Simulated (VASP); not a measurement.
A run of VASP 6.6.1:

Contents of INCAR:

```
SYSTEM = Co
ALGO     = Normal         ! electronic algorithm
EDIFF    = 1E-7           ! SCF threshold, eV
ENCUT    = 520            ! plane-wave cutoff, eV
GGA      = CA             ! functional
ISIF     = 2              ! what is computed and relaxed
ISMEAR   = -1             ! smearing method
ISPIN    = 2              ! spin polarisation
LASPH    = .True.         ! aspherical terms in the spheres
LCHARG   = .False.        ! write CHGCAR
LMAXMIX  = 4              ! l up to which the mixer works
LORBIT   = 11             ! projections on sites
LREAL    = .False.        ! projectors in reciprocal space
LWAVE    = .False.        ! write WAVECAR
MAGMOM   = 1.683          ! initial moments
NBANDS   = 14             ! bands
NELM     = 150            ! most SCF steps
PREC     = Accurate       ! precision mode
SIGMA    = 0.05           ! smearing width, eV
```

Contents of KPOINTS:

```
k-points
0
Gamma
  18 18 18
  0 0 0
```

The input POSCAR:

```
Co
1.0
   -1.3665268818      1.3665268818      1.3665268818
    1.3665268818     -1.3665268818      1.3665268818
    1.3665268818      1.3665268818     -1.3665268818
Co
1
Direct
    0.0000000000      0.0000000000      0.0000000000
```

Potentials or basis: VASP PAW LDA potentials, release 64 (Co).

Run with:

```sh
$ cat potpaw_LDA.64/Co/POTCAR > POTCAR
$ mpirun -np 1 vasp_std > vasp.out
```

Hardware: 1 thread of Intel(R) Xeon(R) Platinum 8488C (Sapphire Rapids) (shared host).

Q: Estimate the wall time of this run.

A: Run time: 34 s on 1 thread of Intel(R) Xeon(R) Platinum 8488C (Sapphire Rapids), on a shared host, peak memory 0.15 GiB. Counts: scf iterations 14, k points 195.
